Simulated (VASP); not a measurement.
NbRu3, 4 atoms in the cell. It takes space group Pm-3m (No. 221, cubic). Conventional cell: a = 3.801 Å, b = 3.801 Å, c = 3.801 Å, α = 90.00°, β = 90.00°, γ = 90.00°. Within 3.5 Å of Nb (site symmetry m-3m) lie 12 Ru at 2.69 Å. Within 3.5 Å of Ru (site symmetry 4/mmm) lie 4 Nb at 2.69 Å and 8 Ru at 2.69 Å. 

* Program: VASP 6.6.1
* Task: electric field gradients
* Functional: LDA
* Potentials or basis: VASP PAW LDA potentials, release 64 (Nb_sv, Ru_pv)
* Cutoff: 520 eV
* k mesh: 9 × 9 × 9
* Occupations: fermi-dirac, width 0.05 eV
* Spin: no spin polarisation
* Dipole correction: no
* Further INCAR settings: ALGO = Normal; EDIFF = 1e-08; NBANDS = 36

Potentials or basis: VASP PAW LDA potentials, release 64 (Nb_sv, Ru_pv).

Run with:

```console
$ cat potpaw_LDA.64/Nb_sv/POTCAR potpaw_LDA.64/Ru_pv/POTCAR > POTCAR
$ mpirun -np 1 vasp_std > vasp.out
```

Hardware: 1 thread of Intel Xeon 8259CL, with other jobs on the host.

Q: Estimate the wall time of this run.

A: It took 74 s on 1 thread of Intel Xeon 8259CL, on a shared host, peak memory 0.18 GiB. Counts: scf iterations 16, k points 35.
